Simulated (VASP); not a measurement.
# Ti (Pm-3m) in VASP: further runs

Runs on Ti. Level: PBE. Tasks: single point, relaxation of cell and atoms.

All numbers are computed with VASP 6.6.1; they aren't measurements. Logs are shortened: lines on timing, memory, paths and dates and some standing lists are left out, and cuts for length are marked.

### 1 The cell of the first run

The structure is cubic, space group Pm-3m (No. 221). Conventional cell: a = 2.050 Å, b = 2.050 Å, c = 2.050 Å, α = 90.00°, β = 90.00°, γ = 90.00°. Within 2.7 Å of Ti (site symmetry m-3m) lie 6 Ti at 2.05 Å.

### 2 Single point, PBE

The input, INCAR:

```
PREC = Accurate
ENCUT = 520
EDIFF = 1E-6
ISMEAR = -1
SIGMA = 0.08
LREAL = F
LASPH = T
NELM = 80
ALGO = Normal
ISIF = 2
LWAVE = F
LCHARG = F
GGA = PE
NBANDS = 12
```

The input, KPOINTS:

```
Automatic mesh
0
Gamma
  18 18 18
```

The input, POSCAR:

```
Ti
1.0
    2.0495815223      0.0000000000      0.0000000000
    0.0000000000      2.0495815223      0.0000000000
    0.0000000000      0.0000000000      2.0495815223
Ti
1
Direct
    0.0000000000      0.0000000000      0.0000000000
```

Potentials or basis: VASP PAW PBE potentials, release 64 (Ti_sv).

Started as:

```
$ cat potpaw_PBE.64/Ti_sv/POTCAR > POTCAR
$ mpirun -np 1 vasp_std > vasp.out
```

OUTCAR:

```text
PREC = Accurate
   ENCUT = 520
   EDIFF = 1E-6
   ISMEAR = -1
   LREAL = F
   LASPH = T
   NELM = 80
   ISIF = 2
   GGA = PE

 ion  position               nearest neighbor table
   1  0.000  0.000  0.000-

  LATTYP: Found a simple cubic cell.
 ALAT       =     2.0495815223

  Lattice vectors:

 A1 = (   2.0495815223,   0.0000000000,   0.0000000000)
 A2 = (   0.0000000000,   2.0495815223,   0.0000000000)
 A3 = (   0.0000000000,   0.0000000000,   2.0495815223)

Analysis of symmetry for initial positions (statically):
=====================================================================
 Subroutine PRICEL returns:
 Original cell was already a primitive cell.

 Routine SETGRP: Setting up the symmetry group for a
 simple cubic supercell.

 Subroutine GETGRP returns: Found 48 space group operations
 (whereof 48 operations were pure point group operations)
 out of a pool of 48 trial point group operations.

The static configuration has the point symmetry O_h .

Analysis of symmetry for dynamics (positions and initial velocities):
=====================================================================
 Subroutine PRICEL returns:
 Original cell was already a primitive cell.

 Routine SETGRP: Setting up the symmetry group for a
 simple cubic supercell.

 Subroutine GETGRP returns: Found 48 space group operations
 (whereof 48 operations were pure point group operations)
 out of a pool of 48 trial point group operations.

The dynamic configuration has the point symmetry O_h .

 Subroutine INISYM returns: Found 48 space group operations
 (whereof 48 operations are pure point group operations),
 and found     1 'primitive' translations

----------------------------------------------------------------------------------------

                                     Primitive cell

  volume of cell :       8.6099

  direct lattice vectors                    reciprocal lattice vectors
     2.049581522  0.000000000  0.000000000     0.487904477  0.000000000  0.000000000
     0.000000000  2.049581522  0.000000000     0.000000000  0.487904477  0.000000000
     0.000000000  0.000000000  2.049581522     0.000000000  0.000000000  0.487904477

  length of vectors
     2.049581522  2.049581522  2.049581522     0.487904477  0.487904477  0.487904477

  position of ions in fractional coordinates (direct lattice)
     0.000000000  0.000000000  0.000000000

  ion indices of the primitive-cell ions
   primitive index   ion index
                 1           1

----------------------------------------------------------------------------------------

 KPOINTS: Automatic mesh

Automatic generation of k-mesh.
 Grid dimensions read from file:
 generate k-points for:   18   18   18

 Generating k-lattice:

  Cartesian coordinates                     Fractional coordinates (reciprocal lattice)
     0.027105804  0.000000000  0.000000000     0.055555556  0.000000000  0.000000000
     0.000000000  0.027105804  0.000000000     0.000000000  0.055555556  0.000000000
     0.000000000  0.000000000  0.027105804     0.000000000  0.000000000  0.055555556

  Length of vectors
     0.027105804  0.027105804  0.027105804

  Shift w.r.t. Gamma in fractional coordinates (k-lattice)
     0.000000000  0.000000000  0.000000000

 Subroutine IBZKPT returns following result:
 ===========================================

 Found    220 irreducible k-points:

 Following reciprocal coordinates:
            Coordinates               Weight
  0.000000  0.000000  0.000000      1.000000
  0.055556  0.000000  0.000000      6.000000
  0.111111  0.000000  0.000000      6.000000
  0.166667  0.000000  0.000000      6.000000
  0.222222  0.000000  0.000000      6.000000
  0.277778  0.000000  0.000000      6.000000
[... 16 lines left out ...]
  0.277778  0.111111  0.000000     24.000000
  0.333333  0.111111  0.000000     24.000000
 [... further k-points ...]
   k-points           NKPTS =    220   k-points in BZ     NKDIM =    220   number of bands    NBANDS=     12
   number of dos      NEDOS =    301   number of ions     NIONS =      1
   total plane-waves  NPLWV =   4096
   dimension x,y,z NGX =    16 NGY =   16 NGZ =   16
   dimension x,y,z NGXF=    32 NGYF=   32 NGZF=   32
   ions per type =               1
   NGX,Y,Z   is equivalent  to a cutoff of  12.98, 12.98, 12.98 a.u.
   NGXF,Y,Z  is equivalent  to a cutoff of  25.96, 25.96, 25.96 a.u.
 SYSTEM =  unknown system
   PREC   = accura    normal or accurate (medium, high low for compatibility)
   ISTART =      0    job   : 0-new  1-cont  2-samecut
   ICHARG =      2    charge: 1-file 2-atom 10-const
   ISPIN  =      1    spin polarized calculation?
   LNONCOLLINEAR =      F non collinear calculations
   LSORBIT =      F    spin-orbit coupling
   LASPH  =      T    aspherical Exc in radial PAW
   ENCUT  =  520.0 eV  38.22 Ry    6.18 a.u.   3.81  3.81  3.81*2*pi/ulx,y,z
   NELM   =     80;   NELMIN=  2; NELMDL= -5     # of ELM steps
   EDIFF  = 0.1E-05   stopping-criterion for ELM
[... 62 lines left out ...]
      7      13.7568      2.00000
      8      26.1698      0.00000
      9      26.1698      0.00000
     10      26.1698      0.00000
     11      44.5623      0.00000
     12      44.5623      0.00000

 k-point     2 :       0.0556    0.0000    0.0000
  band No.  band energies     occupation
      1     -39.8391      2.00000
      2     -12.4594      2.00000
      3     -12.2282      2.00000
      4     -12.2282      2.00000
      5      12.3358      2.00000
      6      13.8023      2.00000
      7      13.9929      2.00000
      8      25.9701      0.00000
      9      25.9701      0.00000
     10      26.1844      0.00000
     11      43.7076      0.00000
     12      44.8224      0.00000

 k-point     3 :       0.1111    0.0000    0.0000
  band No.  band energies     occupation
      1     -39.7307      2.00000
      2     -13.0538      2.00000
      3     -12.1767      2.00000
      4     -12.1767      2.00000
      5      12.7433      2.00000
      6      13.9354      2.00000
      7      14.7305      2.00000
      8      25.4205      0.00000
      9      25.4205      0.00000
     10      26.2266      0.00000
     11      41.8407      0.00000
     12      45.5548      0.00000

 k-point     4 :       0.1667    0.0000    0.0000
  band No.  band energies     occupation
      1     -39.5601      2.00000
      2     -13.9158      2.00000
      3     -12.0970      2.00000
      4     -12.0970      2.00000
      5      13.2710      2.00000
      6      14.1450      2.00000
      7      15.9293      2.00000
      8      24.6397      0.00000
      9      24.6397      0.00000
     10      26.2916      0.00000
     11      39.7588      0.00000
     12      46.6465      0.00000

 k-point     5 :       0.2222    0.0000    0.0000
  band No.  band energies     occupation
      1     -39.3427      2.00000
      2     -14.9096      2.00000
      3     -11.9979      2.00000
      4     -11.9979      2.00000
      5      13.8924      2.00000
      6      14.4123      2.00000
      7      17.3872      1.99828
      8      23.7615      0.00000
      9      23.7615      0.00000
     10      26.3723      0.00000
     11      37.8323      0.00000
     12      45.4381      0.00000
[... 228 lines left out ...]
      1     -39.4167      2.00000
      2     -13.8288      2.00000
      3     -12.8784      2.00000
      4     -12.0293      2.00000
      5      13.7657      2.00000
      6      14.9459      2.00000
      7      16.1816      2.00000
      8      23.8853      0.00000
      9      24.6913      0.00000
     10      25.6156      0.00000
     11      40.4180      0.00000
     12      43.3120      0.00000

 k-point    22 :       0.2222    0.1111    0.0000
  band No.  band energies     occupation
      1     -39.2007      2.00000
      2     -14.8106      2.00000
      3     -12.7651      2.00000
      4     -11.9313      2.00000
      5      14.2801      2.00000
      6      15.2572      2.00000
      7      17.4902      1.99378
      8      23.1547      0.00000
      9      23.8429      0.00000
     10      25.7025      0.00000
     11      38.4542      0.00000
     12      43.7342      0.00000

 k-point    23 :       0.2778    0.1111    0.0000
  band No.  band energies     occupation
      1     -38.9602      2.00000
      2     -15.7988      2.00000
      3     -12.6414      2.00000
      4     -11.8253      2.00000
      5      14.8316      2.00000
      6      15.6110      2.00000
      7      18.5568      0.00104
      8      22.7617      0.00000
      9      23.0020      0.00000
     10      25.8048      0.00000
     11      36.8036      0.00000
     12      43.3701      0.00000

 k-point    24 :       0.3333    0.1111    0.0000
  band No.  band energies     occupation
      1     -38.7229      2.00000
      2     -16.6866      2.00000
      3     -12.5229      2.00000
      4     -11.7241      2.00000
      5      15.3468      2.00000
      6      16.0419      2.00000
      7      18.9092      0.00001
      8      22.2627      0.00000
      9      22.9793      0.00000
     10      25.9040      0.00000
     11      35.6186      0.00000
     12      42.4765      0.00000

 [... further k-points ...]

------------------------ aborting loop because EDIFF is reached ----------------------------------------

  FORCE on cell =-STRESS in cart. coord.  units (eV):
  Direction    XX          YY          ZZ          XY          YZ          ZX
  --------------------------------------------------------------------------------------
  -------------------------------------------------------------------------------------
  Total       12.7249338     12.7249338     12.7249338      0.0000000     -0.0000000      0.0000000
  in kB     2367.9390748   2367.9390748   2367.9390748      0.0000000     -0.0000000      0.0000000
  external PRESSURE =    2367.9390748 kB  Pullay stress =       0.0000000 kB

 VOLUME and BASIS-vectors are now :
 -----------------------------------------------------------------------------
  energy-cutoff  :      520.00
  volume of cell :        8.61
      direct lattice vectors                 reciprocal lattice vectors
     2.049581522  0.000000000  0.000000000     0.487904477  0.000000000  0.000000000
     0.000000000  2.049581522  0.000000000     0.000000000  0.487904477  0.000000000
     0.000000000  0.000000000  2.049581522     0.000000000  0.000000000  0.487904477

 POSITION                                       TOTAL-FORCE (eV/Angst)
 -----------------------------------------------------------------------------------
      0.00000      0.00000      0.00000         0.000000      0.000000      0.000000
 -----------------------------------------------------------------------------------
    total drift:                               -0.000000     -0.000000      0.000000

  FREE ENERGIE OF THE ION-ELECTRON SYSTEM (eV)
  ---------------------------------------------------
  free  energy   TOTEN  =        -3.1768559714 eV

  energy  without entropy=       -3.1602247585  energy(sigma->0) =       -3.16854036
```

It took 13 s on 1 thread of Intel Xeon Platinum 8488C (Sapphire Rapids), shared host; peak memory 0.13 GiB.

What came out:

- Free energy: -3.1769 eV
- Pressure: 236.8 GPa
- Band gap on the k mesh: zero (band 6 reaches 19.34 eV, above the bottom of band 7 at 13.32 eV)

Levels at points of the mesh, in eV from the Fermi level:
| k point | band 4 | band 5 | band 6 | band 7 | band 8 | band 9 |
| --- | --- | --- | --- | --- | --- | --- |
| (0.00, 0.00, 0.00) | -30.20 | -5.78 | -4.19 | -4.19 | 8.22 | 8.22 |
| (0.50, 0.00, 0.00) | -29.58 | -2.46 | -0.89 | 2.75 | 3.13 | 3.13 |
| (0.50, 0.50, 0.00) | -29.03 | -8.01 | 0.21 | 4.33 | 4.33 | 11.25 |
| (0.50, 0.50, 0.50) | -33.86 | -4.63 | -4.63 | -4.63 | 9.54 | 11.56 |

### 3 Single point, PBE

The input, INCAR:

```
SYSTEM = Ti
PREC = Accurate
ENCUT = 520
EDIFF = 1E-7
ISMEAR = -1
SIGMA = 0.08
LREAL = .FALSE.
LASPH = .TRUE.
NELM = 80
ALGO = Normal
ISIF = 2
LWAVE = .FALSE.
LCHARG = .FALSE.
GGA = PE
NBANDS = 12
```

The input, KPOINTS:

```
regular mesh
0
G
  18 18 18
  0 0 0
```

The input, POSCAR:

```
Ti
1.0
    2.0500003870      0.0000000000      0.0000000000
    0.0000000000      2.0500003870      0.0000000000
    0.0000000000      0.0000000000      2.0500003870
Ti
1
Direct
    0.0000000000      0.0000000000      0.0000000000
```

Potentials or basis: VASP PAW PBE potentials, release 64 (Ti_sv).

Started as:

```
$ cat potpaw_PBE.64/Ti_sv/POTCAR > POTCAR
$ mpirun -np 1 vasp_std > vasp.out
```

Run time: 14 s. Hardware: 1 thread of Intel Xeon Platinum 8488C (Sapphire Rapids), shared host; peak memory 0.13 GiB.

Results (log left out):

```yaml
Free_energy: -3.1847 eV
Pressure: 236.2 GPa
Band_gap_on_the_k_mesh: zero (band 6 reaches 19.33 eV, above the bottom of band 7 at 13.31 eV)
```

Levels at points of the mesh, in eV from the Fermi level:
```
           k point  band 2  band 3  band 4  band 5  band 6  band 7  band 8  band 9  band 10  band 11
(0.00, 0.00, 0.00)  -30.20  -30.20  -30.20   -5.78   -4.19   -4.19    8.21    8.21     8.21    26.60
(0.50, 0.00, 0.00)  -36.07  -29.58  -29.58   -2.46   -0.90    2.74    3.13    3.13     8.71    17.02
(0.50, 0.50, 0.00)  -34.86  -34.86  -29.03   -8.00    0.21    4.33    4.33   11.24    12.79    12.79
(0.50, 0.50, 0.50)  -33.86  -33.86  -33.86   -4.63   -4.63   -4.63    9.54   11.55    11.55    27.28
```

### 4 Relaxation of cell and atoms, PBE, target pressure 230 GPa, at which the enthalpy is minimised

The input, INCAR:

```
SYSTEM = Ti
PREC = Accurate
ENCUT = 600
EDIFF = 1E-7
ISMEAR = -1
SIGMA = 0.08
LREAL = .False.
LASPH = .True.
NELM = 80
ALGO = Normal
ISIF = 3
LWAVE = .False.
LCHARG = .False.
GGA = PE
IBRION = 2
NSW = 32
EDIFFG = -0.005
PSTRESS = 2300.0
```

The input, KPOINTS:

```
regular mesh
0
Gamma
  18 18 18
  0 0 0
```

The input, POSCAR:

```
Ti
1.0
    2.0495815223      0.0000000000      0.0000000000
    0.0000000000      2.0495815223      0.0000000000
    0.0000000000      0.0000000000      2.0495815223
Ti
1
Direct
    0.0000000000      0.0000000000      0.0000000000
```

Started as:

```
$ cat potpaw_PBE.64/Ti_sv/POTCAR > POTCAR
$ mpirun -np 1 vasp_std > vasp.out
```

Run time: 36 s. Hardware: 1 thread of Intel Xeon Platinum 8488C (Sapphire Rapids), shared host; peak memory 0.14 GiB.

Results (log left out):

- Free energy: -3.2812 eV
- Relaxed volume: 8.68 Å³/atom
- Relaxed cell: a = 2.055 Å, b = 2.055 Å, c = 2.055 Å, α = 90.00°, β = 90.00°, γ = 90.00°
- Space group after relaxing (to 0.05 Å): Pm-3m (No. 221)
- Energy change on relaxing (the enthalpy is what falls): -104.5 meV/atom
- Ionic steps: 4
- Pressure after relaxing: 230.0 GPa
- Band gap on the k mesh: zero (band 6 reaches 19.17 eV, above the bottom of band 7 at 13.23 eV)

Step by step:
| step | energy change (eV) | largest force (eV/Å) | pressure (GPa) | volume (Å³) |
| --- | --- | --- | --- | --- |
| 1 | 0.0000 | 0.0000 | 236.65 | 8.61 |
| 2 | -0.6131 | 0.0000 | 198.23 | 9.06 |
| 3 | -0.1068 | 0.0000 | 229.85 | 8.68 |
| 4 | -0.1045 | 0.0000 | 229.96 | 8.68 |

Final structure:
```
Ti
1.0
     2.05526    0.00000    0.00000
     0.00000    2.05526    0.00000
     0.00000    0.00000    2.05526
Ti
1
Cartesian
  0.0000 0.0000 0.0000
```

Levels at points of the mesh, in eV from the Fermi level:
```
           k point  band 2  band 3  band 4  band 5  band 6  band 7  band 8  band 9  band 10
(0.00, 0.00, 0.00)  -30.23  -30.23  -30.23   -5.81   -4.14   -4.14    8.16    8.16     8.16
(0.50, 0.00, 0.00)  -36.00  -29.62  -29.62   -2.43   -0.92    2.69    3.12    3.12     8.65
(0.50, 0.50, 0.00)  -34.81  -34.81  -29.08   -7.92    0.21    4.31    4.31   11.16    12.67
(0.50, 0.50, 0.50)  -33.83  -33.83  -33.83   -4.57   -4.57   -4.57    9.54   11.46    11.46
```

Caveat: the cell is relaxed towards a set pressure, so the enthalpy falls and the energy may rise.

### 5 Relaxation of cell and atoms, PBE, target pressure 230 GPa, at which the enthalpy is minimised

This run uses another cell than the first one, of 8.73 Å³/atom, 1.013 times its volume.

The input, INCAR:

```
PREC     = Accurate       # precision mode
ENCUT    = 600            # plane-wave cutoff, eV
EDIFF    = 1E-6           # SCF threshold, eV
ISMEAR   = -1             # smearing method
SIGMA    = 0.08           # smearing width, eV
LREAL    = False          # projectors in reciprocal space
LASPH    = True           # aspherical terms in the spheres
NELM     = 100            # most SCF steps
ALGO     = Normal         # electronic algorithm
ISIF     = 3              # what is computed and relaxed
LWAVE    = False          # write WAVECAR
LCHARG   = False          # write CHGCAR
GGA      = PE             # functional
IBRION   = 2              # ionic algorithm
NSW      = 60             # ionic steps
EDIFFG   = -0.005         # ionic threshold
PSTRESS  = 2300.0
```

The input, KPOINTS:

```
regular mesh
0
Gamma
  18 18 18
```

The input, POSCAR:

```
Ti
1.0
    2.0587577759      0.0000000000      0.0000000000
    0.0000000000      2.0587577759      0.0000000000
    0.0000000000      0.0000000000      2.0587577759
Ti
1
Direct
    0.0000000000      0.0000000000      0.0000000000
```

Started as:

```
$ cat potpaw_PBE.64/Ti_sv/POTCAR > POTCAR
$ mpirun -np 1 vasp_std > vasp.out
```

Run time: 29 s. Hardware: 1 thread of Intel Xeon Platinum 8488C (Sapphire Rapids), shared host; peak memory 0.14 GiB.

It converged, with:

| Item | Value |
| --- | --- |
| Free energy | -3.2819 eV |
| Relaxed volume | 8.68 Å³/atom |
| Relaxed cell | a = 2.055 Å, b = 2.055 Å, c = 2.055 Å, α = 90.00°, β = 90.00°, γ = 90.00° |
| Space group after relaxing (to 0.05 Å) | Pm-3m (No. 221) |
| Energy change on relaxing (the enthalpy is what falls) | +62.6 meV/atom |
| Ionic steps | 3 |
| Pressure after relaxing | 230.1 GPa |
| Band gap on the k mesh | zero (band 6 reaches 19.17 eV, above the bottom of band 7 at 13.23 eV) |

Step by step:
```
step  energy change (eV)  largest force (eV/Å)  pressure (GPa)  volume (Å³)
   1              0.0000                0.0000          226.00         8.73
   2              0.4059                0.0000          252.03         8.45
   3              0.0626                0.0000          230.07         8.68
```

Final structure:
```xyz
1
Lattice="2.0553 0.0000 0.0000 0.0000 2.0553 0.0000 0.0000 0.0000 2.0553" Properties=species:S:1:pos:R:3 pbc="T T T"
Ti    0.0000    0.0000    0.0000
```

Levels at points of the mesh, in eV from the Fermi level:
| k point | band 3 | band 4 | band 5 | band 6 | band 7 | band 8 | band 9 | band 10 |
| --- | --- | --- | --- | --- | --- | --- | --- | --- |
| (0.00, 0.00, 0.00) | -30.23 | -30.23 | -5.81 | -4.14 | -4.14 | 8.16 | 8.16 | 8.16 |
| (0.50, 0.00, 0.00) | -29.62 | -29.62 | -2.43 | -0.92 | 2.69 | 3.12 | 3.12 | 8.65 |
| (0.50, 0.50, 0.00) | -34.81 | -29.08 | -7.92 | 0.21 | 4.31 | 4.31 | 11.16 | 12.67 |
| (0.50, 0.50, 0.50) | -33.83 | -33.83 | -4.57 | -4.57 | -4.57 | 9.54 | 11.46 | 11.46 |

Caveat: the cell is relaxed towards a set pressure, so the enthalpy falls and the energy may rise.

### 6 Summary

| task | cell | cutoff (eV) | gap on the mesh (eV) | pressure (GPa) |
| --- | --- | --- | --- | --- |
| single point | a = 2.050 Å, 1 atom | 520 | none | 236.2 |
| relaxation of cell and atoms | relaxed to 230 GPa from a = 2.050 Å, 1 atom | 600 | none | 230.0 |
| relaxation of cell and atoms | relaxed to 230 GPa from a = 2.059 Å, 1 atom | 600 | none | 230.1 |

Alike in all rows: level PBE; potentials or basis VASP PAW PBE potentials, release 64 (Ti_sv); no spin polarisation; k mesh 18 × 18 × 18; smearing fermi-dirac 0.08 eV.

Caveats: the cell is relaxed towards a set pressure, so the enthalpy falls and the energy may rise (some runs).

Absolute energies hang on the potentials; compare differences alone.
